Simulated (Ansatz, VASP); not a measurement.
Au in VASP and in Ansatz

```xyz
1
Lattice="0.0000 2.0237 2.0237 2.0237 0.0000 2.0237 2.0237 2.0237 0.0000" Properties=species:S:1:pos:R:3 pbc="T T T"
Au    0.0000    0.0000    0.0000
```

Alike in both runs: functional LDA; k mesh 24 × 24 × 24; occupations gaussian, width 0.05 eV; no spin polarisation.

Ansatz relaxed the structure, and its values are those at the end. VASP's run is a single point on that final structure, the one shown.

|  | VASP | Ansatz |
| --- | --- | --- |
| version | VASP 6.6.1 | Ansatz 0.2.0 |
| potentials or method | VASP PAW LDA potentials, release 64 (Au) | scalar-relativistic, plane waves, PAW |
| plane-wave cutoff (eV) | 520 | 420 |
| valence electrons in the cell | 11 | 19 |

|  | VASP | Ansatz | Ansatz less VASP |
| --- | --- | --- | --- |
| gap on the k mesh at the Fermi level (eV) | none | none | - |
| pressure (GPa) | 0.5 | 0.0 | -0.53 |

LDA's correlation is that of Perdew and Zunger in VASP and of Perdew and Wang (1992) in Ansatz. A gap of «none» marks a metal or a gap that the smearing closes. VASP's potentials hold 11 valence electrons a cell and Ansatz's 19, so a difference there can come from the potentials and not from the codes.

Neither program's run includes spin-orbit coupling.
